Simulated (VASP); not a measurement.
**GaAs: single point with r2SCAN**

Crystal: GaAs.

```
Ga As
1.0
     0.00000    2.77482    2.77482
     2.77482    0.00000    2.77482
     2.77482    2.77482    0.00000
Ga As
1 1
Direct
  0.00000 0.00000 0.00000
  0.25000 0.25000 0.25000
```

| Property | Result |
| --- | --- |
| Program | VASP 6.6.1 |
| Task | single point |
| Functional | r2SCAN |
| Potentials or basis | VASP PAW PBE potentials, release 64 (Ga_d, As) |
| Cutoff | 520 eV |
| k mesh | 8 × 8 × 8 |
| Occupations | fermi-dirac, width 0.02 eV |
| Spin | no spin polarisation |

```
Pressure               : 5.4 GPa
Band gap on the k mesh : 1.45 eV, direct
```

Levels at points of the mesh, in eV from the valence-band top:
| k point | band 7 | band 8 | band 9 | band 10 | band 11 | band 12 |
| --- | --- | --- | --- | --- | --- | --- |
| (0.00, 0.00, 0.00) | 0.00 | 0.00 | 0.00 | 1.45 | 4.05 | 4.05 |
| (0.50, 0.00, 0.00) | -7.15 | -1.28 | -1.28 | 1.54 | 5.00 | 5.00 |
| (0.50, 0.50, 0.00) | -7.28 | -2.99 | -2.99 | 1.65 | 1.92 | 11.33 |

It took 93 s on 1 thread of Intel(R) Xeon(R) Platinum 8259CL CPU @ 2.50GHz (Skylake/Cascade Lake), on a shared host, peak memory 0.18 GiB.

Caveat: the PAW data sets were made with another functional, which shifts forces and pressure a little. A k mesh can miss the band edges.
